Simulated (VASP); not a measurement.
Here is a VASP 6.6.1 calculation.

INCAR

```
SYSTEM = Si2As2O
  ALGO = Normal
  EDIFF = 1E-7
  ENCUT = 520
  GGA = PE
  ISIF = 2
  ISMEAR = 0
  LASPH = .TRUE.
  LCHARG = .TRUE.
  LELF = .TRUE.
  LREAL = .FALSE.
  LVHAR = .TRUE.
  LWAVE = .FALSE.
  NBANDS = 20
  NELM = 60
  PREC = Accurate
  SIGMA = 0.1
```

Contents of KPOINTS:

```
k-points
0
G
  10 10 10
  0 0 0
```

File POSCAR:

```
Si2As2O
1.0
   -2.5732679722      2.5732679722      3.2534337303
    2.5732679722     -2.5732679722      3.2534337303
    2.5732679722      2.5732679722     -3.2534337303
Si As O
2 2 1
Direct
    0.2500000000      0.7500000000      0.5000000000
    0.7500000000      0.2500000000      0.5000000000
    0.2944446698      0.2944446698      0.0000000000
    0.7055553302      0.7055553302      0.0000000000
    0.0000000000      0.0000000000      0.0000000000
```

Potentials or basis: VASP PAW PBE potentials, release 64 (Si, As, O).

The run is started by

```sh
$ cat potpaw_PBE.64/Si/POTCAR potpaw_PBE.64/As/POTCAR potpaw_PBE.64/O/POTCAR > POTCAR
$ mpirun -np 1 vasp_std > vasp.out
```

(1) Estimate the largest force.

(2) Predict the band gap on the k mesh.

(3) Estimate the pressure.

Results:

(1) 0.056 eV/Å.

(2) zero (bands 12 and 13 overlap by 2.35 eV).

(3) 0.2 GPa.
